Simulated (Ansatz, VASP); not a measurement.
One calculation of Zr2H3, two programs

The input INCAR:

```
ALGO = Normal ; EDIFF = 1E-7
ENCUT = 520 ; GGA = PE
ISIF = 2 ; ISMEAR = 0
ISPIN = 2 ; LASPH = T
LCHARG = F ; LMAXMIX = 4
LORBIT = 11 ; LREAL = F
LWAVE = F ; MAGMOM = 1 1 0 0 0
NBANDS = 26 ; NELM = 150
PREC = Accurate ; SIGMA = 0.1
```

KPOINTS

```
k-points
0
Gamma
  6 6 4
```

The input POSCAR:

```
Zr2H3
1.0
    3.3106117485      0.0000000000      0.0000000000
   -1.6553058742      2.8670738762      0.0000000000
    0.0000000000      0.0000000000      5.9988546048
Zr H
2 3
Direct
    0.0000000000      0.0000000000      0.2619152697
    0.0000000000      0.0000000000      0.7380847303
    0.3333333333      0.6666666667      0.1714682072
    0.3333333333      0.6666666667      0.8285317928
    0.6666666667      0.3333333333      0.5000000000
```

Input for Ansatz:

```yaml
crystal:
  lattice:
    - [3.3106117485, 0.0, 0.0]
    - [-1.6553058742, 2.8670738762, 0.0]
    - [0.0, 0.0, 5.9988546048]
  atoms:
    - { symbol: Zr, position: [0.0, 0.0, 0.2619152697], spin: 1.0 }
    - { symbol: Zr, position: [0.0, 0.0, 0.7380847303], spin: 1.0 }
    - { symbol: H, position: [0.3333333333, 0.6666666667, 0.1714682072] }
    - { symbol: H, position: [0.3333333333, 0.6666666667, 0.8285317928] }
    - { symbol: H, position: [0.6666666667, 0.3333333333, 0.5] }
basis:
  ecutwfc: 420
kpoints:
  mp_grid: { grid: [6, 6, 4] }
hamiltonian:
  xc: pbe
scf:
  occupations: { method: gaussian, width: 0.1 }
  lower_state_search: "off"
output:
  forces: true
  stress: true
  eigenvalues: true
  populations: true
magnetization:
  spin_polarized: true
```

Alike in both runs: task single point; functional PBE; k mesh 6 × 6 × 4; occupations gaussian, width 0.1 eV; collinear spin.

|  | VASP | Ansatz |
| --- | --- | --- |
| version | VASP 6.6.1 | Ansatz 0.2.0 |
| potentials or method | VASP PAW PBE potentials, release 64 (Zr_sv, H), cutoff 520 eV | scalar-relativistic, plane waves, PAW |
| valence electrons in the cell | 27 | 27 |

VASP gave:

| Item | Value |
| --- | --- |
| gap on the k mesh at the Fermi level (eV) | none |
| pressure (GPa) | -0.1 |
| net moment per atom (μB) | 0.00 |

Task: What did Ansatz give for the same quantities?

Result: gap on the k mesh at the Fermi level (eV): none; pressure (GPa): 0.0; net moment per atom (μB): 0.00.

A gap of «none» marks a metal or a gap that the smearing closes. With one functional, cell and mesh, what is left measures potentials, basis and numerics. Ansatz's warnings: seeded moment not kept.

The k mesh is coarse, so the values compare programs but aren't converged.
